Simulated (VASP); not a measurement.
# ScTiN2 (P4/mmm) in VASP: relaxation of cell and atoms with PBE+U

Aim: the relaxation of cell and atoms of ScTiN2 with PBE+U.

Program: VASP 6.6.1. These are calculated values, not measurements. Logs are shortened: lines on timing, memory, paths and dates and some standing lists are left out, and cuts for length are marked.

## Step 1: The cell of the first run

It takes space group P4/mmm (No. 123, tetragonal). The conventional cell has a = 3.085 Å, b = 3.085 Å, c = 4.387 Å, α = 90.00°, β = 90.00°, γ = 90.00°. Sc (site symmetry 4/mmm) has 6 N at 2.18 to 2.19 Å within 2.9 Å. Within 2.9 Å of Ti (site symmetry 4/mmm) lie 6 N at 2.18 to 2.19 Å. N (site symmetry 4/mmm) has 4 Sc at 2.18 Å and 2 Ti at 2.19 Å within 2.9 Å. N (site symmetry 4/mmm) has 4 Ti at 2.18 Å and 2 Sc at 2.19 Å within 2.9 Å.

## Step 2: Relaxation of cell and atoms, PBE+U

INCAR

```
PREC = Accurate
ENCUT = 600
EDIFF = 1E-7
ISMEAR = 0
SIGMA = 0.1
LREAL = F
LASPH = T
NELM = 150
ALGO = Normal
ISIF = 3
LWAVE = F
LCHARG = F
LMAXMIX = 4
LDAU = T
LDAUTYPE = 2
LDAUL = 2 -1 -1
LDAUU = 5 0 0
LDAUJ = 0 0 0
LDAUPRINT = 1
GGA = PE
IBRION = 2
NSW = 100
EDIFFG = -0.1
```

KPOINTS

```
Automatic mesh
0
Gamma
  16 16 10
```

POSCAR

```
ScTiN2
1.0
    3.0846284418      0.0000000000      0.0000000000
    0.0000000000      3.0846284418      0.0000000000
    0.0000000000      0.0000000000      4.3865761560
Sc Ti N
1 1 2
Direct
    0.5000000000      0.5000000000      0.5000000000
    0.0000000000      0.0000000000      0.0000000000
    0.0000000000      0.0000000000      0.5000000000
    0.5000000000      0.5000000000      0.0000000000
```

Potentials or basis: VASP PAW PBE potentials, release 64 (Sc_sv, Ti_sv, N).

The run is started by

```console
> cat potpaw_PBE.64/Sc_sv/POTCAR potpaw_PBE.64/Ti_sv/POTCAR potpaw_PBE.64/N/POTCAR > POTCAR
> mpirun -np 1 vasp_std > vasp.out
```

OUTCAR:

```text
PREC = Accurate
   ENCUT = 600
   EDIFF = 1E-7
   ISMEAR = 0
   LREAL = F
   LASPH = T
   NELM = 150
   ISIF = 3
   GGA = PE
   IBRION = 2
   NSW = 100
   EDIFFG = -0.1

 ion  position               nearest neighbor table
   1  0.500  0.500  0.500-   3 2.18   3 2.18   3 2.18   3 2.18   4 2.19   4 2.19   2 3.09   2 3.09
                             2 3.09   2 3.09   2 3.09   2 3.09   2 3.09   2 3.09
   2  0.000  0.000  0.000-   4 2.18   4 2.18   4 2.18   4 2.18   3 2.19   3 2.19   1 3.09   1 3.09
                             1 3.09   1 3.09   1 3.09   1 3.09   1 3.09   1 3.09
   3  0.000  0.000  0.500-   1 2.18   1 2.18   1 2.18   1 2.18   2 2.19   2 2.19
   4  0.500  0.500  0.000-   2 2.18   2 2.18   2 2.18   2 2.18   1 2.19   1 2.19

  LATTYP: Found a simple tetragonal cell.
 ALAT       =     3.0846284418
 C/A-ratio  =     1.4220760259

  Lattice vectors:

 A1 = (   3.0846284418,   0.0000000000,   0.0000000000)
 A2 = (   0.0000000000,   3.0846284418,   0.0000000000)
 A3 = (   0.0000000000,   0.0000000000,   4.3865761560)

Analysis of symmetry for initial positions (statically):
=====================================================================
 Subroutine PRICEL returns:
 Original cell was already a primitive cell.

 Routine SETGRP: Setting up the symmetry group for a
 simple tetragonal supercell.

 Subroutine GETGRP returns: Found 16 space group operations
 (whereof 16 operations were pure point group operations)
 out of a pool of 16 trial point group operations.

The static configuration has the point symmetry D_4h.

Analysis of symmetry for dynamics (positions and initial velocities):
=====================================================================
 Subroutine PRICEL returns:
 Original cell was already a primitive cell.

 Routine SETGRP: Setting up the symmetry group for a
 simple tetragonal supercell.

 Subroutine GETGRP returns: Found 16 space group operations
 (whereof 16 operations were pure point group operations)
 out of a pool of 16 trial point group operations.

The dynamic configuration has the point symmetry D_4h.

 Subroutine INISYM returns: Found 16 space group operations
 (whereof 16 operations are pure point group operations),
 and found     1 'primitive' translations

----------------------------------------------------------------------------------------

                                     Primitive cell

  volume of cell :      41.7380

  direct lattice vectors                    reciprocal lattice vectors
     3.084628442  0.000000000  0.000000000     0.324188154  0.000000000  0.000000000
     0.000000000  3.084628442  0.000000000     0.000000000  0.324188154  0.000000000
     0.000000000  0.000000000  4.386576156     0.000000000  0.000000000  0.227968230

  length of vectors
     3.084628442  3.084628442  4.386576156     0.324188154  0.324188154  0.227968230

  position of ions in fractional coordinates (direct lattice)
     0.500000000  0.500000000  0.500000000
     0.000000000  0.000000000  0.000000000
     0.000000000  0.000000000  0.500000000
     0.500000000  0.500000000  0.000000000

  ion indices of the primitive-cell ions
   primitive index   ion index
                 1           1
                 2           2
                 3           3
                 4           4

----------------------------------------------------------------------------------------

 KPOINTS: Automatic mesh
[... 67 lines left out ...]
   NELM   =    150;   NELMIN=  2; NELMDL= -5     # of ELM steps
   EDIFF  = 0.1E-06   stopping-criterion for ELM
   LREAL  =      F    real-space projection
   EDIFFG = -.1E+00   stopping-criterion for IOM
   NSW    =    100    number of steps for IOM
   IBRION =      2    ionic relax: 0-MD 1-quasi-New 2-CG
   NFREE  =      1    steps in history (QN), initial steepest desc. (CG)
   ISIF   =      3    stress and relaxation
   ISYM   =      2    0-nonsym 1-usesym 2-fastsym
   POTIM  = 0.5000    time-step for ionic-motion
   TEBEG  =    0.0;   TEEND  =   0.0 temperature during run
   PSTRESS=    0.0 pullay stress
   NELECT =      33.0000    total number of electrons
   NUPDOWN=      -1.0000    fix difference up-down
   EMIN   =  10.00;   EMAX   =-10.00  energy-range for DOS
   EFERMI =   0.00;   METHOD = LEGACY
   ISMEAR =     0;   SIGMA  =   0.10  broadening in eV -4-tet -1-fermi 0-gaus
   EFERMI_NEDOS =   21; number of points for ismear=-14 and -15
   IALGO  =     38    algorithm
   IMIX   =      4    mixing-type and parameters
     AMIX     =   0.40;   BMIX     =  1.00
     AMIX_MAG =   1.60;   BMIX_MAG =  1.00
  volume/ion in A,a.u.               =      10.43        70.42
  Fermi-wavevector in a.u.,A,eV,Ry     =   1.513802  2.860671 31.179054  2.291596
  Thomas-Fermi vector in A             =   2.623544
   LORBIT       =      0    0 simple, 1 ext, 2 COOP (PROOUT), +10 PAW based schemes
 LDA+U is selected, type is set to LDAUTYPE =  2
   angular momentum for each species LDAUL =     2   -1   -1
   U (eV)           for each species LDAUU =   5.0  0.0  0.0
   J (eV)           for each species LDAUJ =   0.0  0.0  0.0
   GGA     = PE    functional components
   LHFCALC =     F    Hartree Fock is set to
   AEXX    =    0.0000 exact exchange contribution
   IVDW    =     0    specifies the selected vdW correction
   LEPSILON=     F    determine dielectric tensor
   LRPA    =     F    only Hartree local field effects (RPA)
 conjugate gradient relaxation of ions
 non-spin polarized calculation
 Gauss-broadening in eV      SIGMA  =   0.10
  energy-cutoff  :      600.00
  volume of cell :       41.74
 maximum number of plane-waves:      1416
 NGX is ok and might be reduce to    28
   NGX = 13   NGY = 13   NGZ = 17

--------------------------------------- Ionic step        1  -------------------------------------------

 number of electron      32.9999994 magnetization

 Free energy of the ion-electron system (eV)
  ---------------------------------------------------
  ext. energy  EPLUGINS =         0.00000000
  ---------------------------------------------------
  free energy    TOTEN  =       -35.44913940 eV

  energy without entropy =      -35.44123936  energy(sigma->0) =      -35.44518938

------------------------ aborting loop because EDIFF is reached ----------------------------------------

  FORCE on cell =-STRESS in cart. coord.  units (eV):
  Direction    XX          YY          ZZ          XY          YZ          ZX
  --------------------------------------------------------------------------------------
  -------------------------------------------------------------------------------------
  Total        3.3769392      3.3769392      2.4052479      0.0000000      0.0000000     -0.0000000
  in kB      129.6290789    129.6290789     92.3291928      0.0000000      0.0000000     -0.0000000
  external PRESSURE =     117.1957835 kB  Pullay stress =       0.0000000 kB
[... 57 lines left out ...]
  FREE ENERGIE OF THE ION-ELECTRON SYSTEM (eV)
  ---------------------------------------------------
  free  energy   TOTEN  =       -35.4201675979 eV

  energy  without entropy=      -35.4114431056  energy(sigma->0) =      -35.41580535

atom =   1  type =  1  l = 2

 onsite density matrix

spin component  1

  0.1460 -0.0000  0.0000 -0.0000  0.0000
 -0.0000  0.0622 -0.0000 -0.0000  0.0000
  0.0000 -0.0000  0.1466  0.0000 -0.0000
 -0.0000 -0.0000  0.0000  0.0622  0.0000
  0.0000  0.0000 -0.0000  0.0000  0.0518

spin component  2

  0.1460 -0.0000  0.0000 -0.0000  0.0000
 -0.0000  0.0622 -0.0000 -0.0000  0.0000
  0.0000 -0.0000  0.1466  0.0000 -0.0000
 -0.0000 -0.0000  0.0000  0.0622  0.0000
  0.0000  0.0000 -0.0000  0.0000  0.0518

 occupancies and eigenvectors

  o =  0.0518  v =  0.0000  0.0000 -0.0000  0.0000 -1.0000  0.0000  0.0000  0.0000  0.0000  0.0000      0.0000  0.0000  0.0000  0.0000  0.0000  0.0000  0.0000  0.0000  0.0000  0.0000
  o =  0.0518  v =  0.0000  0.0000  0.0000  0.0000  0.0000  0.0000  0.0000 -0.0000  0.0000 -1.0000      0.0000  0.0000  0.0000  0.0000  0.0000  0.0000  0.0000  0.0000  0.0000  0.0000
  o =  0.0622  v =  0.0000 -0.0000 -0.0000  1.0000  0.0000  0.0000  0.0000  0.0000  0.0000  0.0000      0.0000  0.0000  0.0000  0.0000  0.0000  0.0000  0.0000  0.0000  0.0000  0.0000
  o =  0.0622  v =  0.0000  0.0000  0.0000  0.0000  0.0000  0.0000 -0.0000 -0.0000  1.0000  0.0000      0.0000  0.0000  0.0000  0.0000  0.0000  0.0000  0.0000  0.0000  0.0000  0.0000
  o =  0.0622  v =  0.0000  0.0000  0.0000  0.0000  0.0000  0.0000 -1.0000 -0.0000 -0.0000 -0.0000      0.0000  0.0000  0.0000  0.0000  0.0000  0.0000  0.0000  0.0000  0.0000  0.0000
  o =  0.0622  v =  0.0000 -1.0000 -0.0000 -0.0000 -0.0000  0.0000  0.0000  0.0000  0.0000  0.0000      0.0000  0.0000  0.0000  0.0000  0.0000  0.0000  0.0000  0.0000  0.0000  0.0000
  o =  0.1460  v =  1.0000  0.0000  0.0000  0.0000  0.0000  0.0000  0.0000  0.0000  0.0000  0.0000      0.0000  0.0000  0.0000  0.0000  0.0000  0.0000  0.0000  0.0000  0.0000  0.0000
  o =  0.1460  v =  0.0000  0.0000  0.0000  0.0000  0.0000  1.0000  0.0000  0.0000  0.0000  0.0000      0.0000  0.0000  0.0000  0.0000  0.0000  0.0000  0.0000  0.0000  0.0000  0.0000
  o =  0.1466  v =  0.0000  0.0000  0.0000  0.0000  0.0000  0.0000  0.0000 -1.0000 -0.0000  0.0000      0.0000  0.0000  0.0000  0.0000  0.0000  0.0000  0.0000  0.0000  0.0000  0.0000
  o =  0.1466  v =  0.0000  0.0000 -1.0000 -0.0000  0.0000  0.0000  0.0000  0.0000  0.0000  0.0000      0.0000  0.0000  0.0000  0.0000  0.0000  0.0000  0.0000  0.0000  0.0000  0.0000

--------------------------------------- Ionic step        3  -------------------------------------------

 number of electron      32.9999999 magnetization

 Free energy of the ion-electron system (eV)
  ---------------------------------------------------
  ext. energy  EPLUGINS =         0.00000000
  ---------------------------------------------------
  free energy    TOTEN  =       -35.52368911 eV

  energy without entropy =      -35.51537864  energy(sigma->0) =      -35.51953387

 E-fermi :   8.6919     XC(G=0): -12.2008

 val. band max:        8.6868342166   @ k =   0.2500   0.0000   0.3000
 cond. band min:       8.6948628558   @ k =   0.4375   0.3125   0.2000
 fundamental gap:      0.0080286392
 Fermi energy:         8.6919095569

 k-point     1 :       0.0000    0.0000    0.0000
  band No.  band energies     occupation
      1     -49.3453      2.00000
      2     -41.6886      2.00000
      3     -25.6109      2.00000
      4     -25.4949      2.00000
      5     -25.4949      2.00000
      6     -20.3446      2.00000
[... 541 lines left out ...]
     19      10.1369      0.00000
     20      10.9712      0.00000

 [... further k-points ...]

------------------------ aborting loop because EDIFF is reached ----------------------------------------

  FORCE on cell =-STRESS in cart. coord.  units (eV):
  Direction    XX          YY          ZZ          XY          YZ          ZX
  --------------------------------------------------------------------------------------
  -------------------------------------------------------------------------------------
  Total        0.0618463      0.0618463     -0.3205991      0.0000000     -0.0000000      0.0000000
  in kB        2.2598821      2.2598821    -11.7147879      0.0000000     -0.0000000      0.0000000
  external PRESSURE =      -2.3983413 kB  Pullay stress =       0.0000000 kB
[... 19 lines left out ...]
  FREE ENERGIE OF THE ION-ELECTRON SYSTEM (eV)
  ---------------------------------------------------
  free  energy   TOTEN  =       -35.5236891111 eV

  energy  without entropy=      -35.5153786355  energy(sigma->0) =      -35.51953387

 reached required accuracy - stopping structural energy minimisation
```

Run time: 26 min. Hardware: 1 thread of Oxide Virtual Turin-like, shared host; peak memory 0.4 GiB.

What came out:

```
Free energy                           : -35.5237 eV
Relaxed volume                        : 10.96 Å³/atom
Relaxed cell                          : a = 3.141 Å, b = 3.141 Å, c = 4.444 Å, α = 90.00°, β = 90.00°, γ = 90.00°
Space group after relaxing (to 0.1 Å) : P4/mmm (No. 123)
Energy gained by relaxing             : 18.6 meV/atom
Ionic steps                           : 3
Pressure after relaxing               : -0.2 GPa
Band gap on the k mesh                : zero (an odd number of electrons rules out a gap without spin polarisation)
```

Stress tensor (GPa, compression positive):
```
 0.23  0.00  0.00
 0.00  0.23  0.00
 0.00  0.00 -1.17
```

Step by step:
```tsv
step	energy change (eV)	largest force (eV/Å)	pressure (GPa)	volume (Å³)
1	0.0000	0.0000	11.72	41.74
2	0.0290	0.0000	-11.64	46.52
3	-0.0745	0.0000	-0.24	43.85
```

Final structure:
```
CELL_PARAMETERS angstrom
3.14116 0.00000 0.00000
0.00000 3.14116 0.00000
0.00000 0.00000 4.44384
ATOMIC_POSITIONS crystal
Sc 0.50000 0.50000 0.50000
Ti 0.00000 0.00000 0.00000
N 0.00000 0.00000 0.50000
N 0.50000 0.50000 0.00000
```

Eigenvalues of the final occupation matrices:
```
    site  spin  trace               eigenvalues
site 1 d     1   0.47  0.05 0.06 0.06 0.15 0.15
site 1 d     2   0.47  0.05 0.06 0.06 0.15 0.15
```

Caveat: U without spin polarisation on a metal has little footing.
